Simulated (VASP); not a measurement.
Write the native input for VASP 6.6.1 that does the following.

| Property | Result |
| --- | --- |
| Task | single point |
| Functional | PBEsol |
| Potentials or basis | VASP PAW PBE potentials, release 64 (Sc_sv, Al) |
| Cutoff | 520 eV |
| k mesh | 12 × 12 × 12 |
| Occupations | gaussian, width 0.1 eV |
| Spin | no spin polarisation |
| Dipole correction | no |
| Further INCAR settings | ALGO = Normal; EDIFF = 1e-06; NBANDS = 14 |

The structure of ScAl lies in POSCAR:

```
ScAl
1.0
    3.3444038964      0.0000000000      0.0000000000
    0.0000000000      3.3444038964      0.0000000000
    0.0000000000      0.0000000000      3.3444038964
Sc Al
1 1
Direct
    0.5000000000      0.5000000000      0.5000000000
    0.0000000000      0.0000000000      0.0000000000
```

The input as run:

INCAR

```
ALGO = Normal
EDIFF = 1E-6
ENCUT = 520
GGA = PS
ISIF = 2
ISMEAR = 0
LASPH = T
LCHARG = F
LREAL = F
LWAVE = F
NBANDS = 14
NELM = 100
PREC = Accurate
SIGMA = 0.1
```

KPOINTS

```
k-points
0
Gamma
  12 12 12
```

Potentials or basis: VASP PAW PBE potentials, release 64 (Sc_sv, Al).

Run with:

```bash
$ cat potpaw_PBE.64/Sc_sv/POTCAR potpaw_PBE.64/Al/POTCAR > POTCAR
$ mpirun -np 1 vasp_std > vasp.out
```

It gave:

```yaml
Pressure: 0.1 GPa
Band_gap_on_the_k_mesh: zero (band 7 reaches 6.48 eV, above the bottom of band 8 at 5.29 eV)
```

Caveat: the PAW data sets were made with another functional, which shifts forces and pressure a little.

Wall time 42 s on 1 thread of Intel(R) Xeon(R) Platinum 8259CL CPU @ 2.50GHz (Skylake/Cascade Lake), on a shared host, peak memory 0.18 GiB.
